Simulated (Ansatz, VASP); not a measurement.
## GaAs: VASP beside Ansatz

```
Ga As
1.0
     0.00000    2.82685    2.82685
     2.82685    0.00000    2.82685
     2.82685    2.82685    0.00000
Ga As
1 1
Direct
  0.00000 0.00000 0.00000
  0.25000 0.25000 0.25000
```

Alike in both runs: task single point; functional PBEsol; k mesh 6 × 6 × 6; occupations gaussian, width 0.1 eV; no spin polarisation.

|  | VASP | Ansatz |
| --- | --- | --- |
| version | VASP 6.6.1 | Ansatz 0.2.0 |
| potentials or method | VASP PAW PBE potentials, release 64 (Ga_d, As), cutoff 500 eV | scalar-relativistic, plane waves, PAW |
| valence electrons in the cell | 18 | 28 |

Ansatz gave:

```
gap on the k mesh at the Fermi level (eV) : 0.44
least direct gap on the mesh (eV)         : 0.44
pressure (GPa)                            : 0.2
```

**Question.** Estimate VASP's values.

**Answer.** gap on the k mesh at the Fermi level (eV): 0.45; least direct gap on the mesh (eV): 0.45; pressure (GPa): 0.3.

VASP's potentials were made for PBE, not for PBEsol. VASP's potentials hold 18 valence electrons a cell and Ansatz's 28, so a difference there can come from the potentials and not from the codes.
